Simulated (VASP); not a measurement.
Wanted: the native input for a VASP 6.6.1 run.

```
Task                   : single point
Functional             : PBEsol
Potentials or basis    : VASP PAW PBE potentials, release 64 (Bi_d, Te)
Cutoff                 : 500 eV
k mesh                 : 3 × 3 × 3
Occupations            : gaussian, width 0.01 eV
Spin                   : no spin polarisation
Dipole correction      : no
Further INCAR settings : ALGO = Normal; EDIFF = 1e-06; NBANDS = 32
```

The structure of Bi2Te3 lies in POSCAR:

```
Bi2Te3
1.0
    2.2085000000      1.2750780700      9.9466666700
   -2.2085000000      1.2750780700      9.9466666700
    0.0000000000     -2.5501561400      9.9466666700
Bi Te
2 3
Direct
    0.1880000000      0.1880000000      0.1880000000
    0.5980000000      0.5980000000      0.5980000000
    0.3890000000      0.3890000000      0.3890000000
    0.8000000000      0.8000000000      0.8000000000
    0.0000000000      0.0000000000      0.0000000000
```

One way to write it, as run:

INCAR

```
SYSTEM = Bi2Te3
PREC = Accurate
ENCUT = 500
EDIFF = 1E-6
ISMEAR = 0
SIGMA = 0.01
LREAL = .FALSE.
LASPH = .TRUE.
NELM = 120
ALGO = Normal
ISIF = 2
LWAVE = .FALSE.
LCHARG = .TRUE.
GGA = PS
LELF = .TRUE.
LVHAR = .TRUE.
NBANDS = 32
GGA_COMPAT = .FALSE.
```

KPOINTS

```
regular mesh
0
G
  3 3 3
  0 0 0
```

Potentials or basis: VASP PAW PBE potentials, release 64 (Bi_d, Te).

Launch:

```console
$ cat potpaw_PBE.64/Bi_d/POTCAR potpaw_PBE.64/Te/POTCAR > POTCAR
$ mpirun -np 1 vasp_std > vasp.out
```

Results of the run:

```
Pressure               : -1.0 GPa
Largest force          : 1.350 eV/Å
Band gap on the k mesh : 0.04 eV (least direct gap 0.30 eV)
```

Caveat: the k points lie up to 0.55 Å⁻¹ apart; the PAW data sets were made with another functional, which shifts forces and pressure a little; spin-orbit coupling is left out, which moves the levels of the heavy elements.

It took 4.6 min on 1 thread of Intel Xeon 8259CL, on a shared host, peak memory 0.87 GiB.
